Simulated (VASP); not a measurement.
CrO2: single point with PBE

CrO2:

```
Cr O
1.0
     3.58283    0.00000    0.00000
     0.00000    3.58283    0.00000
     0.00000    0.00000    4.20625
Cr O
1 2
Direct
  0.00000 0.00000 0.00000
  0.50000 0.00000 0.00000
  0.00000 0.50000 0.00000
```

This cell differs from its parent crystal: atoms taken out.

```json
{"Program": "VASP 6.6.1", "Task": "single point", "Functional": "PBE", "Potentials or basis": "VASP PAW PBE potentials, release 64 (Cr_pv, O)", "Cutoff": "600 eV", "k mesh": "6 × 6 × 4", "Occupations": "gaussian, width 0.1 eV", "Spin": "collinear spin, ferrimagnetic start", "Starting moments": "[1.72, -0.17, -0.17] μB", "Dipole correction": "no", "Further INCAR settings": "ALGO = Normal; EDIFF = 1e-06; NBANDS = 23"}
```

| Property | Result |
| --- | --- |
| Pressure | 0.5 GPa |
| Band gap on the k mesh | zero (filled and empty bands overlap) |
| Net moment | 2.00 μB per cell |
| Site moments | Cr +2.15; O -0.17 μB |
| Valence electrons inside the program's atomic spheres | Cr 10.94; O 5.00 |

Stress tensor (GPa, compression positive):
```
0.69 0.00 0.00
0.00 0.69 0.00
0.00 0.00 0.09
```

Levels at points of the mesh, in eV from the Fermi level:
Spin up:
| k point | band 10 | band 11 | band 12 | band 13 | band 14 | band 15 | band 16 | band 17 |
| --- | --- | --- | --- | --- | --- | --- | --- | --- |
| (0.00, 0.00, 0.00) | -1.56 | -1.42 | -1.34 | -1.34 | -0.93 | -0.93 | 1.18 | 4.32 |
| (0.50, 0.00, 0.00) | -2.41 | -2.23 | -1.49 | -1.32 | 1.38 | 1.46 | 3.25 | 4.72 |
| (0.50, 0.50, 0.00) | -4.11 | -1.03 | 0.17 | 1.40 | 1.40 | 1.62 | 4.71 | 6.67 |
| (0.00, 0.00, 0.50) | -1.42 | -1.40 | -1.40 | -1.16 | -0.92 | -0.92 | 1.18 | 4.71 |
| (0.50, 0.00, 0.50) | -2.76 | -2.18 | -1.36 | -0.95 | 1.33 | 1.46 | 3.56 | 4.72 |
| (0.50, 0.50, 0.50) | -4.29 | -0.44 | 0.18 | 1.36 | 1.36 | 1.64 | 4.71 | 5.38 |
Spin down:
| k point | band 8 | band 9 | band 10 | band 11 | band 12 | band 13 | band 14 | band 15 |
| --- | --- | --- | --- | --- | --- | --- | --- | --- |
| (0.00, 0.00, 0.00) | -3.38 | -1.84 | -1.24 | -1.24 | 0.26 | 0.48 | 0.85 | 0.85 |
| (0.50, 0.00, 0.00) | -3.57 | -3.09 | -2.60 | -2.55 | 0.89 | 0.97 | 2.51 | 2.93 |
| (0.50, 0.50, 0.00) | -5.73 | -3.63 | -3.63 | -0.23 | 1.45 | 2.94 | 2.94 | 2.99 |
| (0.00, 0.00, 0.50) | -3.81 | -1.94 | -1.24 | -1.24 | 0.26 | 0.78 | 0.78 | 1.53 |
| (0.50, 0.00, 0.50) | -3.55 | -3.07 | -2.90 | -2.50 | 0.83 | 1.69 | 2.52 | 2.92 |
| (0.50, 0.50, 0.50) | -5.69 | -3.83 | -3.83 | -0.23 | 2.14 | 2.93 | 2.93 | 3.01 |

Wall time 2.2 min on 1 thread of Oxide Virtual Turin-like Processor (shared host), peak memory 0.21 GiB.

Caveat: the k points lie up to 0.37 Å⁻¹ apart, too coarse for converged energies and pressures of a metal; the cell differs from its parent crystal (atoms taken out); a cell with one magnetic atom can't hold antiferromagnetic order, which such compounds often take; semilocal functionals often make such compounds metallic where correlation or magnetic order opens a gap, which also shifts bond lengths.
